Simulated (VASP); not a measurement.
# Al (Im-3m) in VASP: further runs, part 2 of 2

VASP 6.6.1. Earlier steps stand in the parts before.

### Step 3. Relaxation of cell and atoms, PBEsol

This run uses another cell than the first one, of 16.12 Å³/atom, 0.972 times its volume.

Contents of INCAR:

```
ALGO = Normal
EDIFF = 1E-6
EDIFFG = -0.01
ENCUT = 600
GGA = PS
IBRION = 2
ISIF = 3
ISMEAR = 1
LASPH = True
LCHARG = False
LREAL = False
LWAVE = False
NELM = 60
NSW = 80
PREC = Accurate
SIGMA = 0.05
```

Contents of KPOINTS:

```
k-points
0
Gamma
  9 9 9
```

Contents of POSCAR:

```
Al
1.0
    2.7560720000      0.0000000000      0.0000000000
   -0.9186906379      2.5984496110      0.0000000000
   -0.9186906379     -1.2992247445      2.2503234088
Al
1
Direct
    0.0000000000      0.0000000000      0.0000000000
```

Potentials or basis: VASP PAW PBE potentials, release 64 (Al).

On the command line:

```bash
$ cat potpaw_PBE.64/Al/POTCAR > POTCAR
$ mpirun -np 1 vasp_std > vasp.out
```

OUTCAR:

```text
EDIFF = 1E-6
   EDIFFG = -0.01
   ENCUT = 600
   GGA = PS
   IBRION = 2
   ISIF = 3
   ISMEAR = 1
   LASPH = True
   LREAL = False
   NELM = 60
   NSW = 80
   PREC = Accurate

 ion  position               nearest neighbor table
   1  0.000  0.000  0.000-

  LATTYP: Found a body centered cubic cell.
 ALAT       =     3.1824378222

  Lattice vectors:

 A1 = (   2.7560720000,   0.0000000000,   0.0000000000)
 A2 = (  -0.9186906379,   2.5984496110,   0.0000000000)
 A3 = (  -0.9186906379,  -1.2992247445,   2.2503234088)

Analysis of symmetry for initial positions (statically):
=====================================================================
 Subroutine PRICEL returns:
 Original cell was already a primitive cell.

 Routine SETGRP: Setting up the symmetry group for a
 body centered cubic supercell.

 Subroutine GETGRP returns: Found 48 space group operations
 (whereof 48 operations were pure point group operations)
 out of a pool of 48 trial point group operations.

The static configuration has the point symmetry O_h .

Analysis of symmetry for dynamics (positions and initial velocities):
[... 163 lines left out ...]
  FORCE on cell =-STRESS in cart. coord.  units (eV):
  Direction    XX          YY          ZZ          XY          YZ          ZX
  --------------------------------------------------------------------------------------
  -------------------------------------------------------------------------------------
  Total        0.2463980      0.2463980      0.2463980      0.0000000      0.0000000      0.0000000
  in kB       24.4961527     24.4961529     24.4961537      0.0000003      0.0000007      0.0000005
  external PRESSURE =      24.4961531 kB  Pullay stress =       0.0000000 kB
[... 57 lines left out ...]
--------------------------------------- Ionic step        3  -------------------------------------------

 number of electron       3.0000000 magnetization

 Free energy of the ion-electron system (eV)
  ---------------------------------------------------
  ext. energy  EPLUGINS =         0.00000000
  ---------------------------------------------------
  free energy    TOTEN  =        -3.98884960 eV

  energy without entropy =       -3.98914514  energy(sigma->0) =       -3.98894811

 E-fermi :   7.8108     XC(G=0): -10.2362

 val. band max:        7.7748237213   @ k =   0.2222   0.2222   0.2222
 cond. band min:       8.0519490969   @ k =  -0.3333   0.4444   0.1111
 fundamental gap:      0.2771253757
 Fermi energy:         7.8107895799

 k-point     1 :       0.0000    0.0000    0.0000
  band No.  band energies     occupation
      1      -3.1987      2.00000
      2      21.0831      0.00000
      3      21.0831      0.00000
      4      21.0831      0.00000
      5      22.4622      0.00000
[... 177 lines left out ...]
 k-point    24 :      -0.4444   -0.4444    0.1111
  band No.  band energies     occupation
      1       4.4901      2.00000
      2       4.9726      2.00000
      3      10.6681      0.00000
      4      16.8803      0.00000
      5      19.2464      0.00000

 [... further k-points ...]
[... 5 lines left out ...]
  --------------------------------------------------------------------------------------
  -------------------------------------------------------------------------------------
  Total       -0.0045709     -0.0045709     -0.0045709     -0.0000000     -0.0000000     -0.0000000
  in kB       -0.4408879     -0.4408879     -0.4408879     -0.0000000     -0.0000000     -0.0000000
  external PRESSURE =      -0.4408879 kB  Pullay stress =       0.0000000 kB
[... 16 lines left out ...]
  FREE ENERGIE OF THE ION-ELECTRON SYSTEM (eV)
  ---------------------------------------------------
  free  energy   TOTEN  =        -3.9888495984 eV

  energy  without entropy=       -3.9891451405  energy(sigma->0) =       -3.98894811

 reached required accuracy - stopping structural energy minimisation
```

CONTCAR:

```text
Al
   1.00000000000000
     2.7840057657823780    0.0000000003092465    0.0000000005356306
    -0.9280018925776721    2.6247858181505661    0.0000000005353577
    -0.9280018925776721   -1.3123928469933930    2.2731312338564051
  Al
     1
Direct
     0.0000000000000000    0.0000000000000000    1.0000000000000000

  0.00000000E+00  0.00000000E+00  0.00000000E+00
```

Run time: 5.3 s. Hardware: 1 thread of Intel Xeon 6975P-C, shared host; peak memory 0.13 GiB.

What came out:

| Property | Result |
| --- | --- |
| Free energy | -3.9888 eV |
| Relaxed volume | 16.61 Å³/atom |
| Relaxed cell | a = 2.784 Å, b = 2.784 Å, c = 2.784 Å, α = 109.47°, β = 109.47°, γ = 109.47° |
| Space group after relaxing (to 0.05 Å) | Im-3m (No. 229) |
| Energy gained by relaxing | 3.8 meV/atom |
| Ionic steps | 3 |
| Pressure after relaxing | 0.0 GPa |

Step by step:
| step | energy change (eV) | largest force (eV/Å) | pressure (GPa) | volume (Å³) |
| --- | --- | --- | --- | --- |
| 1 | 0.0000 | 0.0000 | 2.45 | 16.12 |
| 2 | -0.0037 | 0.0000 | -0.43 | 16.70 |
| 3 | -0.0038 | 0.0000 | -0.04 | 16.61 |

Final structure:
```
Al
1.0
     2.78401    0.00000    0.00000
    -0.92800    2.62479    0.00000
    -0.92800   -1.31239    2.27313
Al
1
Direct
  0.00000 0.00000 0.00000
```

Caveat: the PAW data sets were made with another functional, which shifts forces and pressure a little.
